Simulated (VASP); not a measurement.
# MgO (F-43m) in VASP: G0W0 quasiparticle levels with PBE

Aim: the G0W0 quasiparticle levels of MgO with PBE.

All numbers are computed with VASP 6.6.1; they aren't measurements. Logs are shortened: lines on timing, memory, paths and dates and some standing lists are left out, and cuts for length are marked.

## (1) The cell of the first run

It takes space group F-43m (No. 216, cubic). Conventional cell: a = 4.564 Å, b = 4.564 Å, c = 4.564 Å, α = 90.00°, β = 90.00°, γ = 90.00°. Mg (site symmetry -43m) has 4 O at 1.98 Å within 2.6 Å. O (site symmetry -43m) has 4 Mg at 1.98 Å within 2.6 Å.

## (2) G0W0 quasiparticle levels, PBE

The input, POSCAR:

```
MgO
1.0
    0.0000000000      2.2820056617      2.2820056617
    2.2820056617      0.0000000000      2.2820056617
    2.2820056617      2.2820056617      0.0000000000
Mg O
1 1
Direct
    0.0000000000      0.0000000000      0.0000000000
    0.2500000000      0.2500000000      0.2500000000
```

The input, INCAR.step1:

```
SYSTEM = MgO
ALGO = Normal
EDIFF = 1E-8
ENCUT = 500
GGA = PE
ISMEAR = 0
LASPH = .TRUE.
LCHARG = .FALSE.
LREAL = .FALSE.
LWAVE = .TRUE.
NELM = 100
PREC = Accurate
SIGMA = 0.01
```

The input, INCAR.step2:

```
SYSTEM = MgO
ALGO = Exact
EDIFF = 1E-8
ENCUT = 500
GGA = PE
ISMEAR = 0
ISTART = 1
LASPH = .TRUE.
LCHARG = .FALSE.
LOPTICS = .TRUE.
LREAL = .FALSE.
LWAVE = .TRUE.
NBANDS = 93
NELM = 1
PREC = Accurate
SIGMA = 0.01
```

The input, INCAR.step3:

```
SYSTEM = MgO
ALGO = EVGW0
EDIFF = 1E-8
ENCUT = 500
ENCUTGW = 140.0
GGA = PE
ISMEAR = 0
ISTART = 1
LASPH = .TRUE.
LCHARG = .FALSE.
LREAL = .FALSE.
LWAVE = .FALSE.
NBANDS = 93
NBANDSGW = 12
NELMGW = 1
NOMEGA = 96
OMEGAMAX = 20
PREC = Accurate
PRECFOCK = Fast
SIGMA = 0.01
```

The input, KPOINTS:

```
k-points
0
G
  6 6 6
  0 0 0
```

Potentials or basis: VASP PAW PBE potentials, release 64 (Mg_GW, O_GW).

Launch:

```bash
$ cat potpaw_PBE.64/Mg_GW/POTCAR potpaw_PBE.64/O_GW/POTCAR > POTCAR
$ cp INCAR.step1 INCAR
$ mpirun -np 1 vasp_std > vasp.out
$ cp INCAR.step2 INCAR
$ mpirun -np 1 vasp_std > vasp.out
$ cp INCAR.step3 INCAR
$ mpirun -np 1 vasp_std > vasp.out
```

OUTCAR:

```text
SYSTEM = MgO
   EDIFF = 1E-8
   ENCUT = 500
   ENCUTGW = 140.0
   GGA = PE
   ISMEAR = 0
   ISTART = 1
   LASPH = .TRUE.
   LREAL = .FALSE.
   NELMGW = 1
   PREC = Accurate
   PRECFOCK = Fast

 ion  position               nearest neighbor table
   1  0.000  0.000  0.000-   2 1.98   2 1.98   2 1.98   2 1.98
   2  0.250  0.250  0.250-   1 1.98   1 1.98   1 1.98   1 1.98

  LATTYP: Found a face centered cubic cell.
 ALAT       =     4.5640113234

  Lattice vectors:

 A1 = (   0.0000000000,   2.2820056617,   2.2820056617)
 A2 = (   2.2820056617,   0.0000000000,   2.2820056617)
 A3 = (   2.2820056617,   2.2820056617,   0.0000000000)

Analysis of symmetry for initial positions (statically):
=====================================================================
 Subroutine PRICEL returns:
 Original cell was already a primitive cell.

 Routine SETGRP: Setting up the symmetry group for a
 face centered cubic supercell.

 Subroutine GETGRP returns: Found 24 space group operations
 (whereof 24 operations were pure point group operations)
 out of a pool of 48 trial point group operations.

The static configuration has the point symmetry T_d .

Analysis of symmetry for dynamics (positions and initial velocities):
=====================================================================
 Subroutine PRICEL returns:
 Original cell was already a primitive cell.

 Routine SETGRP: Setting up the symmetry group for a
 face centered cubic supercell.

 Subroutine GETGRP returns: Found 24 space group operations
 (whereof 24 operations were pure point group operations)
 out of a pool of 48 trial point group operations.

The dynamic configuration has the point symmetry T_d .

 Subroutine INISYM returns: Found 24 space group operations
 (whereof 24 operations are pure point group operations),
 and found     1 'primitive' translations

----------------------------------------------------------------------------------------

                                     Primitive cell

  volume of cell :      23.7673

  direct lattice vectors                    reciprocal lattice vectors
     0.000000000  2.282005662  2.282005662    -0.219105504  0.219105504  0.219105504
     2.282005662  0.000000000  2.282005662     0.219105504 -0.219105504  0.219105504
     2.282005662  2.282005662  0.000000000     0.219105504  0.219105504 -0.219105504

  length of vectors
     3.227243356  3.227243356  3.227243356     0.379501865  0.379501865  0.379501865

  position of ions in fractional coordinates (direct lattice)
     0.000000000  0.000000000  0.000000000
     0.250000000  0.250000000  0.250000000

  ion indices of the primitive-cell ions
   primitive index   ion index
                 1           1
                 2           2

----------------------------------------------------------------------------------------

 KPOINTS: k-points

Automatic generation of k-mesh.
 Grid dimensions read from file:
 generate k-points for:    6    6    6

 Generating k-lattice:

  Cartesian coordinates                     Fractional coordinates (reciprocal lattice)
    -0.036517584  0.036517584  0.036517584     0.166666667  0.000000000  0.000000000
     0.036517584 -0.036517584  0.036517584     0.000000000  0.166666667  0.000000000
     0.036517584  0.036517584 -0.036517584     0.000000000  0.000000000  0.166666667

  Length of vectors
     0.063250311  0.063250311  0.063250311

  Shift w.r.t. Gamma in fractional coordinates (k-lattice)
     0.000000000  0.000000000  0.000000000

 Subroutine IBZKPT returns following result:
 ===========================================

 Found     16 irreducible k-points:

 Following reciprocal coordinates:
            Coordinates               Weight
  0.000000  0.000000  0.000000      1.000000
  0.166667  0.000000  0.000000      8.000000
  0.333333  0.000000  0.000000      8.000000
  0.500000  0.000000  0.000000      4.000000
  0.166667  0.166667  0.000000      6.000000
  0.333333  0.166667  0.000000     24.000000
[... 8 lines left out ...]
 -0.333333  0.333333  0.166667     24.000000
 -0.333333  0.500000  0.166667     12.000000
   k-points           NKPTS =     16   k-points in BZ     NKDIM =    216   number of bands    NBANDS=     93
   number of dos      NEDOS =    301   number of ions     NIONS =      2
   total plane-waves  NPLWV =  13824
   dimension x,y,z NGX =    24 NGY =   24 NGZ =   24
   dimension x,y,z NGXF=    48 NGYF=   48 NGZF=   48
   ions per type =               1   1
   NGX,Y,Z   is equivalent  to a cutoff of  12.36, 12.36, 12.36 a.u.
   NGXF,Y,Z  is equivalent  to a cutoff of  24.73, 24.73, 24.73 a.u.
 SYSTEM =  MgO
   PREC   = accura    normal or accurate (medium, high low for compatibility)
   ISTART =      1    job   : 0-new  1-cont  2-samecut
   ICHARG =      0    charge: 1-file 2-atom 10-const
   ISPIN  =      1    spin polarized calculation?
   LNONCOLLINEAR =      F non collinear calculations
   LSORBIT =      F    spin-orbit coupling
   LASPH  =      T    aspherical Exc in radial PAW
   ENCUT  =  500.0 eV  36.75 Ry    6.06 a.u.   5.88  5.88  5.88*2*pi/ulx,y,z
   NELM   =     60;   NELMIN=  2; NELMDL=  0     # of ELM steps
   EDIFF  = 0.1E-07   stopping-criterion for ELM
   LREAL  =      F    real-space projection
   EDIFFG = 0.1E-06   stopping-criterion for IOM
   NSW    =      0    number of steps for IOM
   IBRION =     -1    ionic relax: 0-MD 1-quasi-New 2-CG
   NFREE  =      0    steps in history (QN), initial steepest desc. (CG)
   ISIF   =      0    stress and relaxation
   ISYM   =      3    0-nonsym 1-usesym 2-fastsym
   POTIM  = 0.5000    time-step for ionic-motion
   TEBEG  =    0.0;   TEEND  =   0.0 temperature during run
   PSTRESS=    0.0 pullay stress
   NELECT =       8.0000    total number of electrons
   NUPDOWN=      -1.0000    fix difference up-down
   EMIN   =  10.00;   EMAX   =-10.00  energy-range for DOS
   EFERMI =   0.00;   METHOD = LEGACY
   ISMEAR =     0;   SIGMA  =   0.01  broadening in eV -4-tet -1-fermi 0-gaus
   EFERMI_NEDOS =   21; number of points for ismear=-14 and -15
   IALGO  =     38    algorithm
   IMIX   =      4    mixing-type and parameters
     AMIX     =   0.40;   BMIX     =  1.00
     AMIX_MAG =   1.60;   BMIX_MAG =  1.00
  volume/ion in A,a.u.               =      11.88        80.19
  Fermi-wavevector in a.u.,A,eV,Ry     =   1.138793  2.152007 17.644708  1.296849
  Thomas-Fermi vector in A             =   2.275497
   LORBIT       =      0    0 simple, 1 ext, 2 COOP (PROOUT), +10 PAW based schemes
   GGA     = PE    functional components
   LHFCALC =     T    Hartree Fock is set to
   PRECFOCK=fast      Normal, Fast or Accurate (Low or Medium for compatibility)
   ENCUT4O =  -1.0   cutoff for four orbital integrals eV
   NKREDX  =     1    reduce k-point grid by
   NKREDY  =     1    reduce k-point grid by
   NKREDZ  =     1    reduce k-point grid by
   AEXX    =    1.0000 exact exchange contribution
   HFSCREEN=    0.0000 screening length (either q_TF or 0.3 A-1)
   HFSCREENC=   0.0000 screening length for correlation (either q_TF or 0.3 A-1)
   ENCUTFOCK=  -1.0 apply spherical cutoff to Coloumb kernel
   IVDW    =     0    specifies the selected vdW correction
   LEPSILON=     F    determine dielectric tensor
   LRPA    =     F    only Hartree local field effects (RPA)
   LRPAFORCE           =     F    calculate RPA forces
   ENCUTGW             = 140.0    cutoff for response function in eV
   ENCUTGWSOFT         = 112.0    soft cutoff for Coulomb kernel in GW response function in eV
   ENCUTLF             =  -1.0    cutoff for local field effects
   NELMGW              =     1    number of iterations in solving QP/BSE equation
   NELMHF              =     1    number of iterations in the inner HF iteration
   NKREDLFX            =     1    NKREDLFY  =   1   NKREDLFZ  =   1
 non-spin polarized calculation
 Gauss-broadening in eV      SIGMA  =   0.01
  energy-cutoff  :      500.00
  volume of cell :       23.77
 maximum number of plane-waves:       620
  NGX = 14; NGY = 14; NGZ = 14
   NGX = 11   NGY = 11   NGZ = 11
 maximum number of plane-waves:        92
 NGX is ok and might be reduce to    14

 QP shifts <psi_nk| G(iteration)W_0 |psi_nk>: iteration 1
 for sc-GW calculations column KS-energies equals QP-energies in previous step
 and V_xc(KS)=  KS-energies - (<T + V_ion + V_H > + <T+V_H+V_ion>^1  + <V_x>^1)

 k-point   1 :       0.0000    0.0000    0.0000
  band No.  KS-energies  QP-energies   sigma(KS)   V_xc(KS)     V^pw_x(r,r')   Z            occupation Imag(sigma)

      1     -15.1238     -17.1509     -21.5126     -18.5793     -30.2539       0.6911       2.0000       1.0350
      2       0.7826      -0.5143     -20.7047     -18.9904     -24.6453       0.7565       2.0000       0.0538
      3       0.7826      -0.5143     -20.7047     -18.9904     -24.6453       0.7565       2.0000       0.0538
      4       0.7826      -0.5143     -20.7047     -18.9904     -24.6453       0.7565       2.0000       0.0538
      5       4.4265       5.2839      -8.8051      -9.8352      -5.8718       0.8324       0.0000      -0.0438
      6      17.5611      18.8568      -6.9371      -8.5466      -2.6379       0.8050       0.0000      -0.1235
      7      17.5611      18.8568      -6.9371      -8.5466      -2.6379       0.8050       0.0000      -0.1235
      8      17.5611      18.8568      -6.9371      -8.5466      -2.6379       0.8050       0.0000      -0.1235
      9      21.1094      22.4344      -7.1545      -8.7929      -2.6312       0.8087       0.0000      -0.2735
     10      21.1094      22.4344      -7.1545      -8.7929      -2.6312       0.8087       0.0000      -0.2735
     11      21.1908      21.9870      -7.2411      -8.2860      -2.0405       0.7620       0.0000      -0.5546
     12      21.1908      21.9870      -7.2411      -8.2860      -2.0405       0.7620       0.0000      -0.5546

 k-point   2 :       0.1667    0.0000    0.0000
  band No.  KS-energies  QP-energies   sigma(KS)   V_xc(KS)     V^pw_x(r,r')   Z            occupation Imag(sigma)

      1     -14.9662     -16.9559     -21.6998     -18.7778     -30.4266       0.6809       2.0000       0.9981
      2      -0.2913      -1.7227     -18.6576     -16.7499     -22.3836       0.7503       2.0000       0.0611
      3       0.7356      -0.5762     -20.6651     -18.9277     -24.6233       0.7550       2.0000       0.0544
      4       0.7356      -0.5762     -20.6651     -18.9277     -24.6233       0.7550       2.0000       0.0544
      5       5.7308       6.7324     -10.3509     -11.5726      -7.5336       0.8198       0.0000      -0.0450
      6      15.5237      16.6765      -7.5091      -8.9594      -3.1864       0.7949       0.0000      -0.1598
      7      17.2755      18.4892      -7.0045      -8.5051      -2.6331       0.8088       0.0000      -0.1854
      8      17.2755      18.4892      -7.0045      -8.5051      -2.6331       0.8088       0.0000      -0.1854
      9      19.4479      20.5936      -6.8440      -8.2919      -2.3026       0.7912       0.0000      -0.2465
     10      19.4479      20.5936      -6.8440      -8.2919      -2.3026       0.7912       0.0000      -0.2465
     11      20.2790      21.2289      -6.3909      -7.5300      -1.6293       0.8339       0.0000      -0.6082
     12      24.4767      25.8126      -7.8771      -9.4699      -2.6541       0.8387       0.0000      -0.8421
[... 196 lines left out ...]
      1     -14.3040     -16.2587     -22.5772     -19.6985     -31.2416       0.6790       2.0000       0.8721
      2      -1.4545      -3.0969     -17.7103     -15.4835     -21.6897       0.7376       2.0000       0.0809
      3      -0.5771      -2.0992     -18.9562     -16.9054     -22.9556       0.7422       2.0000       0.0693
      4       0.1550      -1.2825     -19.8104     -17.8910     -23.7781       0.7489       2.0000       0.0598
      5       8.9088       9.9303      -8.6301      -9.8996      -5.0778       0.8047       0.0000      -0.0642
      6      11.7248      12.9313      -9.0602     -10.5691      -5.1892       0.7996       0.0000      -0.0823
      7      14.0705      15.5376      -9.2210     -11.0746      -4.9940       0.7915       0.0000      -0.1400
      8      15.7832      17.0628      -8.2183      -9.8284      -3.7190       0.7948       0.0000      -0.2294
      9      20.5406      21.8195      -7.1968      -8.8062      -2.4005       0.7947       0.0000      -0.3438
     10      21.4358      22.6388      -7.3391      -8.8309      -2.3791       0.8064       0.0000      -0.4586
     11      26.1931      27.8098      -7.8772      -9.7877      -2.7596       0.8462       0.0000      -0.8441
     12      26.5976      28.4189      -8.5123     -10.6266      -3.3197       0.8615       0.0000      -0.8731

 k-point  16 :      -0.3333    0.5000    0.1667
  band No.  KS-energies  QP-energies   sigma(KS)   V_xc(KS)     V^pw_x(r,r')   Z            occupation Imag(sigma)

      1     -14.2533     -16.2130     -22.6423     -19.7663     -31.3011       0.6814       2.0000       0.8655
      2      -1.3413      -2.9528     -18.1201     -15.9276     -22.1687       0.7350       2.0000       0.0804
      3      -0.4528      -1.9683     -19.1544     -17.1134     -23.1649       0.7426       2.0000       0.0675
      4      -0.1921      -1.6900     -19.1307     -17.1259     -23.0422       0.7472       2.0000       0.0627
      5       8.0705       8.9623      -7.7040      -8.7958      -4.2299       0.8168       0.0000      -0.0572
      6      12.3678      13.5972      -9.4784     -11.0306      -5.5559       0.7920       0.0000      -0.0877
      7      14.7197      16.4385     -10.0546     -12.2504      -5.7334       0.7828       0.0000      -0.1565
      8      15.3464      16.5305      -7.9593      -9.4359      -3.4132       0.8019       0.0000      -0.2523
      9      19.2544      20.4901      -7.7584      -9.3599      -2.8704       0.7716       0.0000      -0.3361
     10      23.5427      24.7854      -6.9884      -8.5163      -2.0012       0.8133       0.0000      -0.5198
     11      24.6213      26.3890      -8.8029     -10.8843      -3.6848       0.8493       0.0000      -0.8575
     12      27.5760      29.4401      -8.7874     -11.1281      -3.5432       0.7964       0.0000      -0.8105
```

Run time: 3.4 min. Hardware: 1 thread of Intel Xeon 6975P-C (Granite Rapids), shared host; peak memory 0.42 GiB.

What came out:

- Quasiparticle gap: 5.80 eV
- Least direct quasiparticle gap: 5.80 eV
- Band gap of the starting levels on the mesh: 3.64 eV
- Least direct gap of the starting levels on the mesh: 3.64 eV

Caveat: the k points lie up to 0.40 Å⁻¹ apart; bands, screening cutoff and mesh are small and nothing is extrapolated, so the quasiparticle values aren't converged; the structure was generated, so it needn't be the stable form of MgO.
